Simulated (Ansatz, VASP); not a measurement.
Two plane-wave programs on KI

File INCAR:

```
ALGO     = Normal         # electronic algorithm
EDIFF    = 1E-6           # SCF threshold, eV
ENCUT    = 520            # plane-wave cutoff, eV
GGA      = PE             # functional
ISIF     = 2              # what is computed and relaxed
ISMEAR   = 0              # smearing method
IVDW     = 12             # dispersion correction
LASPH    = True           # aspherical terms in the spheres
LCHARG   = False          # write CHGCAR
LREAL    = False          # projectors in reciprocal space
LWAVE    = False          # write WAVECAR
NBANDS   = 15             # bands
NELM     = 80             # most SCF steps
PREC     = Accurate       # precision mode
SIGMA    = 0.02           # smearing width, eV
```

The input KPOINTS:

```
k-points
0
Gamma
  6 6 6
```

POSCAR

```
KI
1.0
    0.0000000000      3.5018000000      3.5018000000
    3.5018000000      0.0000000000      3.5018000000
    3.5018000000      3.5018000000      0.0000000000
K I
1 1
Direct
    0.0000000000      0.0000000000      0.0000000000
    0.5000000000      0.5000000000      0.5000000000
```

Input for Ansatz:

```yaml
crystal:
  lattice:
    - [0.0, 3.5018, 3.5018]
    - [3.5018, 0.0, 3.5018]
    - [3.5018, 3.5018, 0.0]
  atoms:
    - { symbol: K, position: [0.0, 0.0, 0.0] }
    - { symbol: I, position: [0.5, 0.5, 0.5] }
basis:
  ecutwfc: 420
kpoints:
  mp_grid: { grid: [6, 6, 6] }
hamiltonian:
  xc: pbe
  dispersion: d3bj
scf:
  occupations: { method: gaussian, width: 0.02 }
output:
  forces: true
  stress: true
  eigenvalues: true
```

Alike in both runs: task single point; functional PBE; dispersion D3(BJ); k mesh 6 × 6 × 6; occupations gaussian, width 0.02 eV; no spin polarisation.

```csv
,VASP,Ansatz
version,VASP 6.6.1,Ansatz 0.2.0
potentials or method,"VASP PAW PBE potentials, release 64 (K_sv, I), cutoff 520 eV","scalar-relativistic, plane waves, PAW"
valence electrons in the cell,16,26
```

```tsv
	VASP	Ansatz	Ansatz less VASP
gap on the k mesh at the Fermi level (eV)	4.03	4.03	+0.004
least direct gap on the mesh (eV)	4.03	4.03	+0.004
pressure (GPa)	0.1	0.0	-0.04
```

VASP's potentials hold 16 valence electrons a cell and Ansatz's 26, so a difference there can come from the potentials and not from the codes.

Neither program's run includes spin-orbit coupling.
